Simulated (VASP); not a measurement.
A run of VASP 6.6.1 is set up as follows.

The input INCAR:

```
SYSTEM = Mo
PREC = Accurate
ENCUT = 520
EDIFF = 1E-7
ISMEAR = -1
SIGMA = 0.1
LREAL = .False.
LASPH = .True.
NELM = 100
ALGO = Normal
ISIF = 2
LWAVE = .False.
LCHARG = .False.
GGA = PE
NBANDS = 21
```

KPOINTS

```
Automatic mesh
0
Gamma
  14 14 14
  0 0 0
```

File POSCAR:

```
Mo
1.0
    0.0000000000      2.8045128201      2.8045128201
    2.8045128201      0.0000000000      2.8045128201
    2.8045128201      2.8045128201      0.0000000000
Mo
2
Direct
    0.0000000000      0.0000000000      0.0000000000
    0.2500000000      0.2500000000      0.2500000000
```

Potentials or basis: VASP PAW PBE potentials, release 64 (Mo_sv).

Command:

```bash
$ cat potpaw_PBE.64/Mo_sv/POTCAR > POTCAR
$ mpirun -np 1 vasp_std > vasp.out
```

Question: What does it give for the band gap on the k mesh?

Answer: Zero (band 14 reaches 7.64 eV, above the bottom of band 15 at 7.04 eV).

Question: What does it give for the pressure?

Answer: 5.5 GPa.
